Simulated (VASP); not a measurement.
# Rh (Fm-3m) in VASP: further runs

Runs on Rh. Level: PBEsol. Tasks: single point, relaxation of cell and atoms.

Everything below comes from runs of VASP 6.6.1. Logs are shortened: lines on timing, memory, paths and dates and some standing lists are left out, and cuts for length are marked.

**1. The cell of the first run**

The structure is cubic, space group Fm-3m (No. 225). Conventional cell: a = 3.779 Å, b = 3.779 Å, c = 3.779 Å, α = 90.00°, β = 90.00°, γ = 90.00°. Rh (site symmetry m-3m) has 12 Rh at 2.67 Å within 3.5 Å.

**2. Single point, PBEsol**

Contents of INCAR:

```
SYSTEM = Rh
PREC     = Accurate       ! precision mode
ENCUT    = 520            ! plane-wave cutoff, eV
EDIFF    = 1E-6           ! SCF threshold, eV
ISMEAR   = -1             ! smearing method
SIGMA    = 0.05           ! smearing width, eV
LREAL    = .False.        ! projectors in reciprocal space
LASPH    = .True.         ! aspherical terms in the spheres
NELM     = 80             ! most SCF steps
ALGO     = Normal         ! electronic algorithm
ISIF     = 2              ! what is computed and relaxed
LWAVE    = .False.        ! write WAVECAR
LCHARG   = .False.        ! write CHGCAR
GGA      = PS             ! functional
NBANDS   = 14             ! bands
```

Contents of KPOINTS:

```
regular mesh
0
Gamma
  12 12 12
  0 0 0
```

Contents of POSCAR:

```
Rh
1.0
    2.6722736882      0.0000000000      0.0000000000
    1.3361368441      2.3142568999      0.0000000000
    1.3361368441      0.7714189666      2.1819023298
Rh
1
Direct
    0.0000000000      0.0000000000      0.0000000000
```

Potentials or basis: VASP PAW PBE potentials, release 64 (Rh_pv).

Started as:

```console
$ cat potpaw_PBE.64/Rh_pv/POTCAR > POTCAR
$ mpirun -np 1 vasp_std > vasp.out
```

OUTCAR:

```text
SYSTEM = Rh
   PREC = Accurate
   ENCUT = 520
   EDIFF = 1E-6
   ISMEAR = -1
   LREAL = .False.
   LASPH = .True.
   NELM = 80
   ISIF = 2
   GGA = PS

 ion  position               nearest neighbor table
   1  0.000  0.000  0.000-

  LATTYP: Found a face centered cubic cell.
 ALAT       =     3.7791656923

  Lattice vectors:

 A1 = (   2.6722736882,   0.0000000000,   0.0000000000)
 A2 = (   1.3361368441,   2.3142568999,   0.0000000000)
 A3 = (   1.3361368441,   0.7714189666,   2.1819023298)

Analysis of symmetry for initial positions (statically):
=====================================================================
 Subroutine PRICEL returns:
 Original cell was already a primitive cell.

 Routine SETGRP: Setting up the symmetry group for a
 face centered cubic supercell.

 Subroutine GETGRP returns: Found 48 space group operations
 (whereof 48 operations were pure point group operations)
 out of a pool of 48 trial point group operations.

The static configuration has the point symmetry O_h .

Analysis of symmetry for dynamics (positions and initial velocities):
=====================================================================
 Subroutine PRICEL returns:
 Original cell was already a primitive cell.

 Routine SETGRP: Setting up the symmetry group for a
 face centered cubic supercell.

 Subroutine GETGRP returns: Found 48 space group operations
 (whereof 48 operations were pure point group operations)
 out of a pool of 48 trial point group operations.

The dynamic configuration has the point symmetry O_h .

 Subroutine INISYM returns: Found 48 space group operations
 (whereof 48 operations are pure point group operations),
 and found     1 'primitive' translations

----------------------------------------------------------------------------------------

                                     Primitive cell

  volume of cell :      13.4936

  direct lattice vectors                    reciprocal lattice vectors
     2.672273688  0.000000000  0.000000000     0.374213167 -0.216052073 -0.152771886
     1.336136844  2.314256900  0.000000000     0.000000000  0.432104145 -0.152771886
     1.336136844  0.771418967  2.181902330     0.000000000  0.000000000  0.458315657

  length of vectors
     2.672273688  2.672273688  2.672273688     0.458315657  0.458315657  0.458315657

  position of ions in fractional coordinates (direct lattice)
     0.000000000  0.000000000  0.000000000

  ion indices of the primitive-cell ions
   primitive index   ion index
                 1           1

----------------------------------------------------------------------------------------

 KPOINTS: regular mesh

Automatic generation of k-mesh.
 Grid dimensions read from file:
 generate k-points for:   12   12   12

 Generating k-lattice:

  Cartesian coordinates                     Fractional coordinates (reciprocal lattice)
     0.031184431 -0.018004339 -0.012730990     0.083333333  0.000000000  0.000000000
     0.000000000  0.036008679 -0.012730990     0.000000000  0.083333333 -0.000000000
     0.000000000  0.000000000  0.038192971     0.000000000  0.000000000  0.083333333

  Length of vectors
     0.038192971  0.038192971  0.038192971

  Shift w.r.t. Gamma in fractional coordinates (k-lattice)
     0.000000000  0.000000000  0.000000000

 Subroutine IBZKPT returns following result:
 ===========================================

 Found     72 irreducible k-points:

 Following reciprocal coordinates:
            Coordinates               Weight
  0.000000  0.000000  0.000000      1.000000
  0.083333  0.000000 -0.000000      8.000000
  0.166667  0.000000 -0.000000      8.000000
  0.250000  0.000000  0.000000      8.000000
  0.333333  0.000000  0.000000      8.000000
  0.416667  0.000000  0.000000      8.000000
[... 16 lines left out ...]
  0.500000  0.166667  0.000000     24.000000
 -0.416667  0.166667 -0.000000     24.000000
 [... further k-points ...]
   k-points           NKPTS =     72   k-points in BZ     NKDIM =     72   number of bands    NBANDS=     14
   number of dos      NEDOS =    301   number of ions     NIONS =      1
   total plane-waves  NPLWV =   8000
   dimension x,y,z NGX =    20 NGY =   20 NGZ =   20
   dimension x,y,z NGXF=    40 NGYF=   40 NGZF=   40
   ions per type =               1
   NGX,Y,Z   is equivalent  to a cutoff of  12.44, 12.44, 12.44 a.u.
   NGXF,Y,Z  is equivalent  to a cutoff of  24.88, 24.88, 24.88 a.u.
 SYSTEM =  Rh
   PREC   = accura    normal or accurate (medium, high low for compatibility)
   ISTART =      0    job   : 0-new  1-cont  2-samecut
   ICHARG =      2    charge: 1-file 2-atom 10-const
   ISPIN  =      1    spin polarized calculation?
   LNONCOLLINEAR =      F non collinear calculations
   LSORBIT =      F    spin-orbit coupling
   LASPH  =      T    aspherical Exc in radial PAW
   ENCUT  =  520.0 eV  38.22 Ry    6.18 a.u.   4.97  4.97  4.97*2*pi/ulx,y,z
   NELM   =     80;   NELMIN=  2; NELMDL= -5     # of ELM steps
   EDIFF  = 0.1E-05   stopping-criterion for ELM
   LREAL  =      F    real-space projection
   EDIFFG = 0.1E-04   stopping-criterion for IOM
   NSW    =      0    number of steps for IOM
   IBRION =     -1    ionic relax: 0-MD 1-quasi-New 2-CG
   NFREE  =      0    steps in history (QN), initial steepest desc. (CG)
   ISIF   =      2    stress and relaxation
   ISYM   =      2    0-nonsym 1-usesym 2-fastsym
   POTIM  = 0.5000    time-step for ionic-motion
   TEBEG  =    0.0;   TEEND  =   0.0 temperature during run
   PSTRESS=    0.0 pullay stress
   NELECT =      15.0000    total number of electrons
   NUPDOWN=      -1.0000    fix difference up-down
   EMIN   =  10.00;   EMAX   =-10.00  energy-range for DOS
   EFERMI =   0.00;   METHOD = LEGACY
   ISMEAR =    -1;   SIGMA  =   0.05  broadening in eV -4-tet -1-fermi 0-gaus
   EFERMI_NEDOS =   21; number of points for ismear=-14 and -15
   IALGO  =     38    algorithm
   IMIX   =      4    mixing-type and parameters
     AMIX     =   0.40;   BMIX     =  1.00
     AMIX_MAG =   1.60;   BMIX_MAG =  1.00
  volume/ion in A,a.u.               =      13.49        91.06
  Fermi-wavevector in a.u.,A,eV,Ry     =   1.695883  3.204755 39.130633  2.876020
  Thomas-Fermi vector in A             =   2.776847
   LORBIT       =      0    0 simple, 1 ext, 2 COOP (PROOUT), +10 PAW based schemes
   GGA     = PS    functional components
   LHFCALC =     F    Hartree Fock is set to
   AEXX    =    0.0000 exact exchange contribution
   IVDW    =     0    specifies the selected vdW correction
   LEPSILON=     F    determine dielectric tensor
   LRPA    =     F    only Hartree local field effects (RPA)
 non-spin polarized calculation
  energy-cutoff  :      520.00
  volume of cell :       13.49
 maximum number of plane-waves:       380
   NGX =  9   NGY =  9   NGZ =  9

 number of electron      15.0000006 magnetization

 Free energy of the ion-electron system (eV)
  ---------------------------------------------------
  ext. energy  EPLUGINS =         0.00000000
  ---------------------------------------------------
  free energy    TOTEN  =        -8.14633483 eV

  energy without entropy =       -8.13838176  energy(sigma->0) =       -8.14235830

 E-fermi :  12.1133     XC(G=0): -14.3418

 val. band max:       12.0246939691   @ k =  -0.3333   0.3333  -0.0000
 cond. band min:      12.1515940724   @ k =   0.5000   0.4167   0.0000
 fundamental gap:      0.1269001033
 Fermi energy:        12.1132934659

 k-point     1 :       0.0000    0.0000    0.0000
  band No.  band energies     occupation
      1     -34.2844      2.00000
      2     -34.2844      2.00000
      3     -34.2844      2.00000
      4       3.9086      2.00000
      5       8.9042      2.00000
      6       8.9042      2.00000
      7       8.9042      2.00000
      8      11.0769      2.00000
      9      11.0769      2.00000
     10      28.0228      0.00000
     11      32.3750      0.00000
     12      33.5789      0.00000
     13      33.5789      0.00000
     14      33.5789      0.00000

 k-point     2 :       0.0833    0.0000   -0.0000
  band No.  band energies     occupation
      1     -34.3389      2.00000
      2     -34.2917      2.00000
      3     -34.2917      2.00000
      4       4.1909      2.00000
      5       8.7808      2.00000
      6       9.0132      2.00000
      7       9.0132      2.00000
      8      11.0173      2.00000
      9      11.0173      2.00000
     10      28.4342      0.00000
     11      32.1746      0.00000
     12      32.3890      0.00000
     13      33.9991      0.00000
     14      33.9991      0.00000

 k-point     3 :       0.1667    0.0000   -0.0000
  band No.  band energies     occupation
      1     -34.4863      2.00000
      2     -34.3117      2.00000
      3     -34.3117      2.00000
      4       4.9403      2.00000
      5       8.5609      2.00000
      6       9.2346      2.00000
      7       9.2346      2.00000
      8      10.9651      2.00000
      9      10.9651      2.00000
     10      29.3184      0.00000
     11      29.8209      0.00000
     12      32.3772      0.00000
     13      35.1668      0.00000
     14      35.1668      0.00000

 k-point     4 :       0.2500    0.0000    0.0000
  band No.  band energies     occupation
      1     -34.6842      2.00000
      2     -34.3388      2.00000
      3     -34.3388      2.00000
      4       5.7264      2.00000
      5       8.7656      2.00000
      6       9.2789      2.00000
      7       9.2789      2.00000
      8      11.2379      2.00000
      9      11.2379      2.00000
     10      27.2774      0.00000
     11      29.6872      0.00000
     12      32.3766      0.00000
     13      36.6909      0.00000
     14      36.6909      0.00000

 k-point     5 :       0.3333    0.0000    0.0000
  band No.  band energies     occupation
      1     -34.8785      2.00000
      2     -34.3657      2.00000
      3     -34.3657      2.00000
      4       5.9424      2.00000
      5       9.0965      2.00000
      6       9.0965      2.00000
      7      10.0041      2.00000
      8      11.8499      1.98974
      9      11.8499      1.98974
     10      24.6394      0.00000
     11      28.7906      0.00000
[... 276 lines left out ...]
 k-point    22 :       0.4167    0.1667    0.0000
  band No.  band energies     occupation
      1     -34.9071      2.00000
      2     -34.4677      2.00000
      3     -34.4373      2.00000
      4       6.5048      2.00000
      5       8.2681      2.00000
      6       9.0495      2.00000
      7       9.8118      2.00000
      8      12.6278      0.00007
      9      13.7214      0.00000
     10      23.9678      0.00000
     11      29.2531      0.00000
     12      31.5151      0.00000
     13      32.3678      0.00000
     14      33.3320      0.00000

 k-point    23 :       0.5000    0.1667    0.0000
  band No.  band energies     occupation
      1     -34.9902      2.00000
      2     -34.5096      2.00000
      3     -34.4379      2.00000
      4       6.4550      2.00000
      5       8.2058      2.00000
      6       9.6161      2.00000
      7       9.6978      2.00000
      8      12.7462      0.00001
      9      15.6684      0.00000
     10      21.3625      0.00000
     11      28.5043      0.00000
     12      31.6687      0.00000
     13      32.0046      0.00000
     14      32.3984      0.00000

 k-point    24 :      -0.4167    0.1667   -0.0000
  band No.  band energies     occupation
      1     -34.9970      2.00000
      2     -34.5356      2.00000
      3     -34.4217      2.00000
      4       6.5241      2.00000
      5       8.2202      2.00000
      6       9.5229      2.00000
      7       9.9454      2.00000
      8      12.3613      0.01392
      9      16.2499      0.00000
     10      20.9569      0.00000
     11      28.1885      0.00000
     12      31.0763      0.00000
     13      32.3828      0.00000
     14      32.8041      0.00000

 [... further k-points ...]

------------------------ aborting loop because EDIFF is reached ----------------------------------------

  FORCE on cell =-STRESS in cart. coord.  units (eV):
  Direction    XX          YY          ZZ          XY          YZ          ZX
  --------------------------------------------------------------------------------------
  -------------------------------------------------------------------------------------
  Total       -0.0053781     -0.0053781     -0.0053781      0.0000000      0.0000000      0.0000000
  in kB       -0.6385791     -0.6385791     -0.6385791      0.0000000      0.0000000      0.0000000
  external PRESSURE =      -0.6385791 kB  Pullay stress =       0.0000000 kB

 VOLUME and BASIS-vectors are now :
 -----------------------------------------------------------------------------
  energy-cutoff  :      520.00
  volume of cell :       13.49
      direct lattice vectors                 reciprocal lattice vectors
     2.672273688  0.000000000  0.000000000     0.374213167 -0.216052073 -0.152771886
     1.336136844  2.314256900  0.000000000     0.000000000  0.432104145 -0.152771886
     1.336136844  0.771418967  2.181902330     0.000000000  0.000000000  0.458315657

 POSITION                                       TOTAL-FORCE (eV/Angst)
 -----------------------------------------------------------------------------------
      0.00000      0.00000      0.00000         0.000000     -0.000000      0.000000
 -----------------------------------------------------------------------------------
    total drift:                                0.000000      0.000000     -0.000000

  FREE ENERGIE OF THE ION-ELECTRON SYSTEM (eV)
  ---------------------------------------------------
  free  energy   TOTEN  =        -8.1463348307 eV

  energy  without entropy=       -8.1383817624  energy(sigma->0) =       -8.14235830
```

It took 8 s on 1 thread of Intel Xeon Platinum 8488C (Sapphire Rapids), shared host; peak memory 0.13 GiB.

What came out:

| Item | Value |
| --- | --- |
| Free energy | -8.1463 eV |
| Pressure | -0.1 GPa |

Caveat: the PAW data sets were made with another functional, which shifts forces and pressure a little.

(Continued in part 2 of 2.)
